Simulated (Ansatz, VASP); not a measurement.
## One calculation of InP, two programs

```
In P
1.0
     0.00000    2.63476    2.63476
     2.63476    0.00000    2.63476
     2.63476    2.63476    0.00000
In P
1 1
Direct
  0.00000 0.00000 0.00000
  0.25000 0.25000 0.25000
```

Change from the starting cell: volume scaled by 0.72, PAW files.

Alike in both runs: task single point; functional PBEsol; k mesh 12 × 12 × 12; occupations fermi-dirac, width 0.1 eV; no spin polarisation.

|  | VASP | Ansatz |
| --- | --- | --- |
| version | VASP 6.6.1 | Ansatz 0.2.0 |
| potentials or method | VASP PAW PBE potentials, release 64 (In_d, P) | PAW with Ansatz's default frozen-core files, scalar-relativistic |
| plane-wave cutoff (eV) | 520 | 420 |
| valence electrons in the cell | 18 | 18 |

Ansatz gave:

- pressure (GPa): 45.8

Question: Which values does VASP return?

Answer: Pressure (GPa): 45.5.

VASP's potentials were made for PBE, not for PBEsol. Both programs put the cell under a high pressure, so it lies far from rest at this level.
